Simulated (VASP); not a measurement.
# HgTe (I-4m2) in VASP: single point with PBEsol

Aim: the single point of HgTe with PBEsol.

Everything below comes from runs of VASP 6.6.1. Logs are shortened: lines on timing, memory, paths and dates and some standing lists are left out, and cuts for length are marked.

**1. The cell of the first run**

It takes space group I-4m2 (No. 119, tetragonal). The conventional cell has a = 6.091 Å, b = 6.091 Å, c = 3.119 Å, α = 90.00°, β = 90.00°, γ = 90.00°. Within 4.1 Å of Hg (site symmetry -4m2) lie 2 Hg at 3.12 Å and 8 Te at 3.14 to 3.84 Å. Within 4.1 Å of Te (site symmetry -4m2) lie 2 Te at 3.12 Å and 8 Hg at 3.14 to 3.84 Å.

**2. Single point, PBEsol**

Input file INCAR:

```
SYSTEM = HgTe
  PREC = Accurate
  ENCUT = 500
  EDIFF = 1E-6
  ISMEAR = 0
  SIGMA = 0.02
  LREAL = .False.
  LASPH = .True.
  NELM = 120
  ALGO = Normal
  ISIF = 2
  LWAVE = .False.
  LCHARG = .False.
  GGA = PS
  NBANDS = 16
  GGA_COMPAT = .False.
```

Input file KPOINTS:

```
Automatic mesh
0
Gamma
  4 4 4
  0 0 0
```

Input file POSCAR:

```
HgTe
1.0
    4.5807370000      0.0000000000      0.0000000000
   -3.5190043409      2.9325347248      0.0000000000
   -0.5308662535     -1.4662671524      4.3071328192
Hg Te
1 1
Direct
    0.2500000000      0.7500000000      0.5000000000
    0.0000000000      0.0000000000      0.0000000000
```

Potentials or basis: VASP PAW PBE potentials, release 64 (Hg, Te).

Started as:

```
$ cat potpaw_PBE.64/Hg/POTCAR potpaw_PBE.64/Te/POTCAR > POTCAR
$ mpirun -np 1 vasp_std > vasp.out
```

OUTCAR:

```text
SYSTEM = HgTe
   PREC = Accurate
   ENCUT = 500
   EDIFF = 1E-6
   ISMEAR = 0
   LREAL = .False.
   LASPH = .True.
   NELM = 120
   ISIF = 2
   GGA = PS

 ion  position               nearest neighbor table
   1  0.250  0.750  0.500-   2 3.14   2 3.14   2 3.14   2 3.14
   2  0.000  0.000  0.000-   1 3.14   1 3.14   1 3.14   1 3.14

  LATTYP: Found a body centered tetragonal cell.
 ALAT       =     6.0912055906
 C/A-ratio  =     0.5120200963

  Lattice vectors:

 A1 = (   4.5807370000,   0.0000000000,   0.0000000000)
 A2 = (  -3.5190043409,   2.9325347248,   0.0000000000)
 A3 = (  -0.5308662535,  -1.4662671524,   4.3071328192)

Analysis of symmetry for initial positions (statically):
=====================================================================
 Subroutine PRICEL returns:
 Original cell was already a primitive cell.

 Routine SETGRP: Setting up the symmetry group for a
 body centered tetragonal supercell.

 Subroutine GETGRP returns: Found  8 space group operations
 (whereof  8 operations were pure point group operations)
 out of a pool of 16 trial point group operations.

The static configuration has the point symmetry D_2d.

Analysis of symmetry for dynamics (positions and initial velocities):
=====================================================================
 Subroutine PRICEL returns:
 Original cell was already a primitive cell.

 Routine SETGRP: Setting up the symmetry group for a
 body centered tetragonal supercell.

 Subroutine GETGRP returns: Found  8 space group operations
 (whereof  8 operations were pure point group operations)
 out of a pool of 16 trial point group operations.

The dynamic configuration has the point symmetry D_2d.

 Subroutine INISYM returns: Found  8 space group operations
 (whereof  8 operations are pure point group operations),
 and found     1 'primitive' translations

----------------------------------------------------------------------------------------

                                     Primitive cell

  volume of cell :      57.8584

  direct lattice vectors                    reciprocal lattice vectors
     4.580737000  0.000000000  0.000000000     0.218305482  0.261963800  0.116086489
    -3.519004341  2.932534725  0.000000000     0.000000000  0.341001930  0.116086489
    -0.530866254 -1.466267152  4.307132819     0.000000000  0.000000000  0.232173012

  length of vectors
     4.580737000  4.580737000  4.580737000     0.360219918  0.360219918  0.232173012

  position of ions in fractional coordinates (direct lattice)
     0.250000000  0.750000000  0.500000000
     0.000000000  0.000000000  0.000000000

  ion indices of the primitive-cell ions
   primitive index   ion index
                 1           1
                 2           2

----------------------------------------------------------------------------------------

 KPOINTS: Automatic mesh

Automatic generation of k-mesh.
 Grid dimensions read from file:
 generate k-points for:    4    4    4

 Generating k-lattice:

  Cartesian coordinates                     Fractional coordinates (reciprocal lattice)
     0.054576371  0.065490950  0.029021622     0.250000000  0.000000000 -0.000000000
     0.000000000  0.085250482  0.029021622     0.000000000  0.250000000 -0.000000000
     0.000000000  0.000000000  0.058043253     0.000000000  0.000000000  0.250000000

  Length of vectors
     0.090054979  0.090054979  0.058043253

  Shift w.r.t. Gamma in fractional coordinates (k-lattice)
     0.000000000  0.000000000  0.000000000

 Subroutine IBZKPT returns following result:
 ===========================================

 Found     13 irreducible k-points:

 Following reciprocal coordinates:
            Coordinates               Weight
  0.000000  0.000000  0.000000      1.000000
  0.250000  0.000000  0.000000      8.000000
  0.500000  0.000000  0.000000      4.000000
  0.250000  0.250000  0.000000      8.000000
  0.500000  0.250000  0.000000     16.000000
 -0.250000  0.250000 -0.000000      4.000000
  0.500000  0.500000  0.000000      2.000000
  0.250000  0.250000  0.250000      2.000000
 -0.250000  0.250000  0.250000      4.000000
  0.500000  0.500000  0.250000      4.000000
 -0.250000  0.500000  0.250000      8.000000
 -0.250000 -0.250000  0.250000      2.000000
  0.500000  0.500000  0.500000      1.000000
   k-points           NKPTS =     13   k-points in BZ     NKDIM =     13   number of bands    NBANDS=     16
   number of dos      NEDOS =    301   number of ions     NIONS =      2
   total plane-waves  NPLWV =  46656
   dimension x,y,z NGX =    36 NGY =   36 NGZ =   36
   dimension x,y,z NGXF=    72 NGYF=   72 NGZF=   72
   ions per type =               1   1
   NGX,Y,Z   is equivalent  to a cutoff of  13.07, 13.07, 13.07 a.u.
   NGXF,Y,Z  is equivalent  to a cutoff of  26.13, 26.13, 26.13 a.u.
 SYSTEM =  HgTe
   PREC   = accura    normal or accurate (medium, high low for compatibility)
   ISTART =      0    job   : 0-new  1-cont  2-samecut
   ICHARG =      2    charge: 1-file 2-atom 10-const
   ISPIN  =      1    spin polarized calculation?
   LNONCOLLINEAR =      F non collinear calculations
   LSORBIT =      F    spin-orbit coupling
   LASPH  =      T    aspherical Exc in radial PAW
   ENCUT  =  500.0 eV  36.75 Ry    6.06 a.u.   8.35  8.35  8.35*2*pi/ulx,y,z
   NELM   =    120;   NELMIN=  2; NELMDL= -5     # of ELM steps
   EDIFF  = 0.1E-05   stopping-criterion for ELM
   LREAL  =      F    real-space projection
   EDIFFG = 0.1E-04   stopping-criterion for IOM
   NSW    =      0    number of steps for IOM
   IBRION =     -1    ionic relax: 0-MD 1-quasi-New 2-CG
   NFREE  =      0    steps in history (QN), initial steepest desc. (CG)
   ISIF   =      2    stress and relaxation
   ISYM   =      2    0-nonsym 1-usesym 2-fastsym
   POTIM  = 0.5000    time-step for ionic-motion
   TEBEG  =    0.0;   TEEND  =   0.0 temperature during run
   PSTRESS=    0.0 pullay stress
   NELECT =      18.0000    total number of electrons
   NUPDOWN=      -1.0000    fix difference up-down
   EMIN   =  10.00;   EMAX   =-10.00  energy-range for DOS
   EFERMI =   0.00;   METHOD = LEGACY
   ISMEAR =     0;   SIGMA  =   0.02  broadening in eV -4-tet -1-fermi 0-gaus
   EFERMI_NEDOS =   21; number of points for ismear=-14 and -15
   IALGO  =     38    algorithm
   IMIX   =      4    mixing-type and parameters
     AMIX     =   0.40;   BMIX     =  1.00
     AMIX_MAG =   1.60;   BMIX_MAG =  1.00
  volume/ion in A,a.u.               =      28.93       195.22
  Fermi-wavevector in a.u.,A,eV,Ry     =   1.109286  2.096246 16.742169  1.230515
  Thomas-Fermi vector in A             =   2.245823
   LORBIT       =      0    0 simple, 1 ext, 2 COOP (PROOUT), +10 PAW based schemes
   GGA     = PS    functional components
   LHFCALC =     F    Hartree Fock is set to
   AEXX    =    0.0000 exact exchange contribution
   IVDW    =     0    specifies the selected vdW correction
   LEPSILON=     F    determine dielectric tensor
   LRPA    =     F    only Hartree local field effects (RPA)
 non-spin polarized calculation
 Gauss-broadening in eV      SIGMA  =   0.02
  energy-cutoff  :      500.00
  volume of cell :       57.86
 maximum number of plane-waves:      1501
 NGX is ok and might be reduce to    36
   NGX = 17   NGY = 17   NGZ = 17

 number of electron      18.0000002 magnetization

 Free energy of the ion-electron system (eV)
  ---------------------------------------------------
  ext. energy  EPLUGINS =         0.00000000
  ---------------------------------------------------
  free energy    TOTEN  =        -4.04662907 eV

  energy without entropy =       -4.04575631  energy(sigma->0) =       -4.04619269

 E-fermi :   3.8674     XC(G=0):  -9.9939

 val. band max:        3.8652778520   @ k =  -0.2500  -0.2500   0.2500
 cond. band min:       3.8782813233   @ k =  -0.2500   0.2500  -0.0000
 fundamental gap:      0.0130034712
 Fermi energy:         3.8673816522

 k-point     1 :       0.0000    0.0000    0.0000
  band No.  band energies     occupation
      1      -8.0853      2.00000
      2      -3.2767      2.00000
      3      -2.5531      2.00000
      4      -2.4738      2.00000
      5      -2.0509      2.00000
      6      -2.0509      2.00000
[... 8 lines left out ...]
     15      14.3344      0.00000
     16      15.2782      0.00000

 k-point     2 :       0.2500    0.0000    0.0000
  band No.  band energies     occupation
      1      -7.1404      2.00000
      2      -2.5587      2.00000
      3      -2.5181      2.00000
      4      -2.4600      2.00000
      5      -2.3984      2.00000
      6      -2.3733      2.00000
[... 8 lines left out ...]
     15      12.9052      0.00000
     16      13.8399      0.00000

 k-point     3 :       0.5000    0.0000    0.0000
  band No.  band energies     occupation
      1      -5.6492      2.00000
      2      -2.8396      2.00000
      3      -2.6981      2.00000
      4      -2.4196      2.00000
      5      -2.2717      2.00000
      6      -2.0046      2.00000
[... 8 lines left out ...]
     15      14.0660      0.00000
     16      14.4495      0.00000

 k-point     4 :       0.2500    0.2500    0.0000
  band No.  band energies     occupation
      1      -5.6481      2.00000
      2      -2.8777      2.00000
      3      -2.7310      2.00000
      4      -2.4077      2.00000
      5      -2.2818      2.00000
      6      -1.8842      2.00000
[... 8 lines left out ...]
     15      13.6409      0.00000
     16      14.3147      0.00000
[... 115 lines left out ...]
 k-point    11 :      -0.2500    0.5000    0.2500
  band No.  band energies     occupation
      1      -6.7328      2.00000
      2      -2.6075      2.00000
      3      -2.5216      2.00000
      4      -2.4846      2.00000
      5      -2.2592      2.00000
      6      -2.1248      2.00000
[... 8 lines left out ...]
     15      15.0455      0.00000
     16      15.8417      0.00000

 k-point    12 :      -0.2500   -0.2500    0.2500
  band No.  band energies     occupation
      1      -5.7176      2.00000
      2      -2.8237      2.00000
      3      -2.8237      2.00000
      4      -2.5232      2.00000
      5      -2.2848      2.00000
      6      -1.6765      2.00000
[... 8 lines left out ...]
     15      16.1143      0.00000
     16      16.1143      0.00000

 k-point    13 :       0.5000    0.5000    0.5000
  band No.  band energies     occupation
      1      -7.4499      2.00000
      2      -3.3157      2.00000
      3      -2.2613      2.00000
      4      -2.0208      2.00000
      5      -2.0208      2.00000
      6      -1.9680      2.00000
[... 8 lines left out ...]
     15      17.7423      0.00000
     16      17.7439      0.00000

------------------------ aborting loop because EDIFF is reached ----------------------------------------

  FORCE on cell =-STRESS in cart. coord.  units (eV):
  Direction    XX          YY          ZZ          XY          YZ          ZX
  --------------------------------------------------------------------------------------
  -------------------------------------------------------------------------------------
  Total       -2.1770560      1.2411368     -2.6927143      1.4242621     -0.0000001     -0.0000000
  in kB      -60.2855726     34.3687271    -74.5648361     39.4397099     -0.0000036     -0.0000013
  external PRESSURE =     -33.4938939 kB  Pullay stress =       0.0000000 kB

 VOLUME and BASIS-vectors are now :
 -----------------------------------------------------------------------------
  energy-cutoff  :      500.00
  volume of cell :       57.86
      direct lattice vectors                 reciprocal lattice vectors
     4.580737000  0.000000000  0.000000000     0.218305482  0.261963800  0.116086489
    -3.519004341  2.932534725  0.000000000     0.000000000  0.341001930  0.116086489
    -0.530866254 -1.466267152  4.307132819     0.000000000  0.000000000  0.232173012

 POSITION                                       TOTAL-FORCE (eV/Angst)
 -----------------------------------------------------------------------------------
     -1.75950      1.46627      2.15357        -0.000000     -0.000000      0.000000
      0.00000      0.00000      0.00000         0.000000      0.000000     -0.000000
 -----------------------------------------------------------------------------------
    total drift:                                0.000001     -0.000000     -0.000000

  FREE ENERGIE OF THE ION-ELECTRON SYSTEM (eV)
  ---------------------------------------------------
  free  energy   TOTEN  =        -4.0466290667 eV

  energy  without entropy=       -4.0457563100  energy(sigma->0) =       -4.04619269
```

Wall time 46 s (1 thread of Intel Xeon 8259CL, shared host); peak memory 0.2 GiB.

Results:

| Quantity | Value |
| --- | --- |
| Free energy | -4.0466 eV |
| Pressure | -3.3 GPa |
| Band gap on the k mesh | zero (band 9 reaches 5.73 eV, above the bottom of band 10 at 3.40 eV) |

Caveat: the k points lie up to 0.57 Å⁻¹ apart; the PAW data sets were made with another functional, which shifts forces and pressure a little; spin-orbit coupling is left out, which moves the levels of the heavy elements.
